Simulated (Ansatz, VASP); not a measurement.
# One calculation of Al2O3, two programs

```xyz
5
Lattice="2.8843 0.0000 0.0000 -1.4422 2.4979 0.0000 0.0000 0.0000 9.6169" Properties=species:S:1:pos:R:3 pbc="T T T"
Al    0.0000    0.0000    1.4425
Al    0.0000    0.0000    8.1744
O     0.0000    1.6653    2.1380
O     1.4422    0.8326    0.0000
O     0.0000    1.6653    7.4789
```

Change from the starting cell: strain +0.000 along x and y, +0.030 along z, atoms carried along.

Alike in both runs: task single point; functional r2SCAN; k mesh 12 × 12 × 4; occupations gaussian, width 0.05 eV; no spin polarisation.

|  | VASP | Ansatz |
| --- | --- | --- |
| version | VASP 6.6.1 | Ansatz 0.2.0 |
| potentials or method | VASP PAW PBE potentials, release 64 (Al, O), cutoff 520 eV | scalar-relativistic, plane waves, PAW |
| valence electrons in the cell | 24 | 24 |

|  | VASP | Ansatz | Ansatz less VASP |
| --- | --- | --- | --- |
| gap on the k mesh at the Fermi level (eV) | 5.61 | 5.63 | +0.024 |
| least direct gap on the mesh (eV) | 5.82 | 5.84 | +0.020 |
| pressure (GPa) | -7.2 | -7.0 | +0.16 |
| traceless stress, the component that is largest in VASP (GPa) | -2.37 | -2.12 | +0.252 |
| rms of the force components (eV/Å) | 0.314 | 0.301 | -0.0133 |

VASP's potentials were made for PBE, not for r2SCAN. Atom by atom the forces differ by 0.018 eV/Å (rms over components).
